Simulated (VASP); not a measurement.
# CdTe (F-43m) in VASP: single point with r2SCAN

Aim: the single point of CdTe with r2SCAN.

Program: VASP 6.6.1. These are calculated values, not measurements. Logs are shortened: lines on timing, memory, paths and dates and some standing lists are left out, and cuts for length are marked.

**1. The cell of the first run**

Symmetry: F-43m, No. 216, cubic system. The conventional cell has a = 6.556 Å, b = 6.556 Å, c = 6.556 Å, α = 90.00°, β = 90.00°, γ = 90.00°. Within 3.7 Å of Cd (site symmetry -43m) lie 4 Te at 2.84 Å. Within 3.7 Å of Te (site symmetry -43m) lie 4 Cd at 2.84 Å.

**2. Single point, r2SCAN**

Contents of POSCAR:

```
CdTe
1.0
    0.0000000000      3.2778790646      3.2778790646
    3.2778790646      0.0000000000      3.2778790646
    3.2778790646      3.2778790646      0.0000000000
Cd Te
1 1
Direct
    0.0000000000      0.0000000000      0.0000000000
    0.7500000000      0.7500000000      0.7500000000
```

Contents of INCAR.step1:

```
  ALGO = Normal
  EDIFF = 1E-4
  ENCUT = 520
  GGA = PE
  ISMEAR = -1
  LASPH = T
  LCHARG = F
  LREAL = F
  LWAVE = T
  NBANDS = 16
  NELM = 80
  PREC = Accurate
  SIGMA = 0.1
```

Contents of INCAR.step2:

```
  ALGO = Normal
  EDIFF = 1E-7
  ENCUT = 520
  ISIF = 2
  ISMEAR = -1
  ISTART = 1
  LASPH = T
  LCHARG = F
  LMIXTAU = T
  LREAL = F
  LWAVE = F
  METAGGA = R2SCAN
  NBANDS = 16
  NELM = 80
  PREC = Accurate
  SIGMA = 0.1
```

Contents of KPOINTS:

```
k-points
0
Gamma
  14 14 14
```

Potentials or basis: VASP PAW PBE potentials, release 64 (Cd, Te).

Command:

```console
> cat potpaw_PBE.64/Cd/POTCAR potpaw_PBE.64/Te/POTCAR > POTCAR
> cp INCAR.step1 INCAR
> mpirun -np 1 vasp_std > vasp.out
> cp INCAR.step2 INCAR
> mpirun -np 1 vasp_std > vasp.out
```

OUTCAR:

```text
EDIFF = 1E-7
   ENCUT = 520
   ISIF = 2
   ISMEAR = -1
   ISTART = 1
   LASPH = T
   LREAL = F
   METAGGA = R2SCAN
   NELM = 80
   PREC = Accurate

 ion  position               nearest neighbor table
   1  0.000  0.000  0.000-   2 2.84   2 2.84   2 2.84   2 2.84
   2  0.750  0.750  0.750-   1 2.84   1 2.84   1 2.84   1 2.84

  LATTYP: Found a face centered cubic cell.
 ALAT       =     6.5557581292

  Lattice vectors:

 A1 = (   0.0000000000,   3.2778790646,   3.2778790646)
 A2 = (   3.2778790646,   0.0000000000,   3.2778790646)
 A3 = (   3.2778790646,   3.2778790646,   0.0000000000)

Analysis of symmetry for initial positions (statically):
=====================================================================
 Subroutine PRICEL returns:
 Original cell was already a primitive cell.

 Routine SETGRP: Setting up the symmetry group for a
 face centered cubic supercell.

 Subroutine GETGRP returns: Found 24 space group operations
 (whereof 24 operations were pure point group operations)
 out of a pool of 48 trial point group operations.

The static configuration has the point symmetry T_d .

Analysis of symmetry for dynamics (positions and initial velocities):
=====================================================================
 Subroutine PRICEL returns:
 Original cell was already a primitive cell.

 Routine SETGRP: Setting up the symmetry group for a
 face centered cubic supercell.

 Subroutine GETGRP returns: Found 24 space group operations
 (whereof 24 operations were pure point group operations)
 out of a pool of 48 trial point group operations.

The dynamic configuration has the point symmetry T_d .

 Subroutine INISYM returns: Found 24 space group operations
 (whereof 24 operations are pure point group operations),
 and found     1 'primitive' translations

----------------------------------------------------------------------------------------

                                     Primitive cell

  volume of cell :      70.4383

  direct lattice vectors                    reciprocal lattice vectors
     0.000000000  3.277879065  3.277879065    -0.152537659  0.152537659  0.152537659
     3.277879065  0.000000000  3.277879065     0.152537659 -0.152537659  0.152537659
     3.277879065  3.277879065  0.000000000     0.152537659  0.152537659 -0.152537659

  length of vectors
     4.635621029  4.635621029  4.635621029     0.264202976  0.264202976  0.264202976

  position of ions in fractional coordinates (direct lattice)
     0.000000000  0.000000000  0.000000000
     0.750000000  0.750000000  0.750000000

  ion indices of the primitive-cell ions
   primitive index   ion index
                 1           1
                 2           2

----------------------------------------------------------------------------------------

 KPOINTS: k-points

Automatic generation of k-mesh.
 Grid dimensions read from file:
 generate k-points for:   14   14   14

 Generating k-lattice:

  Cartesian coordinates                     Fractional coordinates (reciprocal lattice)
    -0.010895547  0.010895547  0.010895547     0.071428571  0.000000000  0.000000000
     0.010895547 -0.010895547  0.010895547     0.000000000  0.071428571  0.000000000
     0.010895547  0.010895547 -0.010895547     0.000000000  0.000000000  0.071428571

  Length of vectors
     0.018871641  0.018871641  0.018871641

  Shift w.r.t. Gamma in fractional coordinates (k-lattice)
     0.000000000  0.000000000  0.000000000

 Subroutine IBZKPT returns following result:
 ===========================================

 Found    104 irreducible k-points:

 Following reciprocal coordinates:
            Coordinates               Weight
  0.000000  0.000000  0.000000      1.000000
  0.071429  0.000000  0.000000      8.000000
  0.142857  0.000000  0.000000      8.000000
  0.214286  0.000000  0.000000      8.000000
  0.285714  0.000000  0.000000      8.000000
  0.357143  0.000000  0.000000      8.000000
[... 16 lines left out ...]
  0.214286  0.142857  0.000000     24.000000
  0.285714  0.142857  0.000000     24.000000
 [... further k-points ...]
   k-points           NKPTS =    104   k-points in BZ     NKDIM =    104   number of bands    NBANDS=     16
   number of dos      NEDOS =    301   number of ions     NIONS =      2
   total plane-waves  NPLWV =  46656
   dimension x,y,z NGX =    36 NGY =   36 NGZ =   36
   dimension x,y,z NGXF=    72 NGYF=   72 NGZF=   72
   ions per type =               1   1
   NGX,Y,Z   is equivalent  to a cutoff of  12.91, 12.91, 12.91 a.u.
   NGXF,Y,Z  is equivalent  to a cutoff of  25.82, 25.82, 25.82 a.u.
 SYSTEM =  unknown system
   PREC   = accura    normal or accurate (medium, high low for compatibility)
   ISTART =      1    job   : 0-new  1-cont  2-samecut
   ICHARG =      0    charge: 1-file 2-atom 10-const
   ISPIN  =      1    spin polarized calculation?
   LNONCOLLINEAR =      F non collinear calculations
   LSORBIT =      F    spin-orbit coupling
   LASPH  =      T    aspherical Exc in radial PAW
   ENCUT  =  520.0 eV  38.22 Ry    6.18 a.u.   8.62  8.62  8.62*2*pi/ulx,y,z
   NELM   =     80;   NELMIN=  2; NELMDL=  0     # of ELM steps
   EDIFF  = 0.1E-06   stopping-criterion for ELM
   LREAL  =      F    real-space projection
   EDIFFG = 0.1E-05   stopping-criterion for IOM
   NSW    =      0    number of steps for IOM
   IBRION =     -1    ionic relax: 0-MD 1-quasi-New 2-CG
   NFREE  =      0    steps in history (QN), initial steepest desc. (CG)
   ISIF   =      2    stress and relaxation
   ISYM   =      2    0-nonsym 1-usesym 2-fastsym
   POTIM  = 0.5000    time-step for ionic-motion
   TEBEG  =    0.0;   TEEND  =   0.0 temperature during run
   PSTRESS=    0.0 pullay stress
   NELECT =      18.0000    total number of electrons
   NUPDOWN=      -1.0000    fix difference up-down
   EMIN   =  10.00;   EMAX   =-10.00  energy-range for DOS
   EFERMI =   0.00;   METHOD = LEGACY
   ISMEAR =    -1;   SIGMA  =   0.10  broadening in eV -4-tet -1-fermi 0-gaus
   EFERMI_NEDOS =   21; number of points for ismear=-14 and -15
   IALGO  =     38    algorithm
   IMIX   =      4    mixing-type and parameters
     AMIX     =   0.40;   BMIX     =  1.00
     AMIX_MAG =   1.60;   BMIX_MAG =  1.00
  volume/ion in A,a.u.               =      35.22       237.67
  Fermi-wavevector in a.u.,A,eV,Ry     =   1.038874  1.963187 14.684203  1.079259
  Thomas-Fermi vector in A             =   2.173378
   LORBIT       =      0    0 simple, 1 ext, 2 COOP (PROOUT), +10 PAW based schemes
   METAGGA = R2SCAN    functional components
   LHFCALC =     F    Hartree Fock is set to
   AEXX    =    0.0000 exact exchange contribution
   IVDW    =     0    specifies the selected vdW correction
   LEPSILON=     F    determine dielectric tensor
   LRPA    =     F    only Hartree local field effects (RPA)
 non-spin polarized calculation
  energy-cutoff  :      520.00
  volume of cell :       70.44
 maximum number of plane-waves:      1917
   NGX = 17   NGY = 17   NGZ = 17

 number of electron      18.0000005 magnetization

 Free energy of the ion-electron system (eV)
  ---------------------------------------------------
  ext. energy  EPLUGINS =         0.00000000
  ---------------------------------------------------
  free energy    TOTEN  =       -46.64573614 eV

  energy without entropy =      -46.64571084  energy(sigma->0) =      -46.64572349

 E-fermi :   2.5556     XC(G=0):  -8.9452

 val. band max:        1.7913733147   @ k =   0.0000   0.0000   0.0000
 cond. band min:       2.9518683973   @ k =   0.0000   0.0000   0.0000
 fundamental gap:      1.1604950825
 Fermi energy:         2.5556219799

 k-point     1 :       0.0000    0.0000    0.0000
  band No.  band energies     occupation
      1      -9.5375      2.00000
      2      -6.6573      2.00000
      3      -6.6573      2.00000
      4      -6.6573      2.00000
      5      -6.3992      2.00000
      6      -6.3992      2.00000
[... 8 lines left out ...]
     15      11.5624      0.00000
     16      11.5624      0.00000

 k-point     2 :       0.0714    0.0000    0.0000
  band No.  band energies     occupation
      1      -9.5187      2.00000
      2      -6.6537      2.00000
      3      -6.6537      2.00000
      4      -6.6420      2.00000
      5      -6.3995      2.00000
      6      -6.3995      2.00000
[... 8 lines left out ...]
     15      11.1991      0.00000
     16      11.1991      0.00000

 k-point     3 :       0.1429    0.0000    0.0000
  band No.  band energies     occupation
      1      -9.4658      2.00000
      2      -6.6437      2.00000
      3      -6.6437      2.00000
      4      -6.5942      2.00000
      5      -6.4000      2.00000
      6      -6.4000      2.00000
[... 8 lines left out ...]
     15      10.7822      0.00000
     16      10.7822      0.00000

 k-point     4 :       0.2143    0.0000    0.0000
  band No.  band energies     occupation
      1      -9.3894      2.00000
      2      -6.6300      2.00000
      3      -6.6300      2.00000
      4      -6.5095      2.00000
      5      -6.3998      2.00000
      6      -6.3998      2.00000
[... 8 lines left out ...]
     15      10.6201      0.00000
     16      10.6374      0.00000
[... 324 lines left out ...]
 k-point    22 :       0.1429    0.1429    0.0000
  band No.  band energies     occupation
      1      -9.4421      2.00000
      2      -6.6303      2.00000
      3      -6.6303      2.00000
      4      -6.5921      2.00000
      5      -6.4057      2.00000
      6      -6.3937      2.00000
[... 8 lines left out ...]
     15      11.0485      0.00000
     16      11.7476      0.00000

 k-point    23 :       0.2143    0.1429    0.0000
  band No.  band energies     occupation
      1      -9.3852      2.00000
      2      -6.6194      2.00000
      3      -6.6158      2.00000
      4      -6.5388      2.00000
      5      -6.4043      2.00000
      6      -6.3913      2.00000
[... 8 lines left out ...]
     15      11.6319      0.00000
     16      11.6706      0.00000

 k-point    24 :       0.2857    0.1429    0.0000
  band No.  band energies     occupation
      1      -9.3118      2.00000
      2      -6.6088      2.00000
      3      -6.6005      2.00000
      4      -6.4630      2.00000
      5      -6.3891      2.00000
      6      -6.3818      2.00000
[... 8 lines left out ...]
     15      11.6858      0.00000
     16      11.7811      0.00000

 [... further k-points ...]

------------------------ aborting loop because EDIFF is reached ----------------------------------------

  FORCE on cell =-STRESS in cart. coord.  units (eV):
  Direction    XX          YY          ZZ          XY          YZ          ZX
  --------------------------------------------------------------------------------------
  -------------------------------------------------------------------------------------
  Total        0.0589987      0.0589987      0.0589987      0.0000000     -0.0000000      0.0000000
  in kB        1.3419748      1.3419748      1.3419748      0.0000000     -0.0000000      0.0000000
  external PRESSURE =       1.3419748 kB  Pullay stress =       0.0000000 kB

 VOLUME and BASIS-vectors are now :
 -----------------------------------------------------------------------------
  energy-cutoff  :      520.00
  volume of cell :       70.44
      direct lattice vectors                 reciprocal lattice vectors
     0.000000000  3.277879065  3.277879065    -0.152537659  0.152537659  0.152537659
     3.277879065  0.000000000  3.277879065     0.152537659 -0.152537659  0.152537659
     3.277879065  3.277879065  0.000000000     0.152537659  0.152537659 -0.152537659

 POSITION                                       TOTAL-FORCE (eV/Angst)
 -----------------------------------------------------------------------------------
      0.00000      0.00000      0.00000         0.000000      0.000000      0.000000
      4.91682      4.91682      4.91682        -0.000000     -0.000000     -0.000000
 -----------------------------------------------------------------------------------
    total drift:                                0.000001      0.000001      0.000001

  FREE ENERGIE OF THE ION-ELECTRON SYSTEM (eV)
  ---------------------------------------------------
  free  energy   TOTEN  =       -46.6457361425 eV

  energy  without entropy=      -46.6457108402  energy(sigma->0) =      -46.64572349
```

It took 4.6 min on 1 thread of Intel Xeon Platinum 8488C (Sapphire Rapids), shared host; peak memory 0.3 GiB.

What came out:

| Item | Value |
| --- | --- |
| Free energy | -46.6457 eV |
| Pressure | 0.1 GPa |
| Band gap on the k mesh | 1.16 eV |

Levels at points of the mesh, in eV from the valence-band top:
```tsv
k point	band 5	band 6	band 7	band 8	band 9	band 10	band 11	band 12	band 13	band 14
(0.00, 0.00, 0.00)	-8.19	-8.19	0.00	0.00	0.00	1.16	5.05	5.05	5.05	7.87
(0.50, 0.00, 0.00)	-8.18	-7.84	-4.30	-0.74	-0.74	2.19	5.60	5.60	7.38	9.10
(0.50, 0.50, 0.00)	-8.16	-7.70	-4.18	-1.79	-1.79	2.95	2.99	9.26	9.64	9.64
```

Caveat: the PAW data sets were made with another functional, which shifts forces and pressure a little; spin-orbit coupling is left out, which moves the levels of the heavy elements.
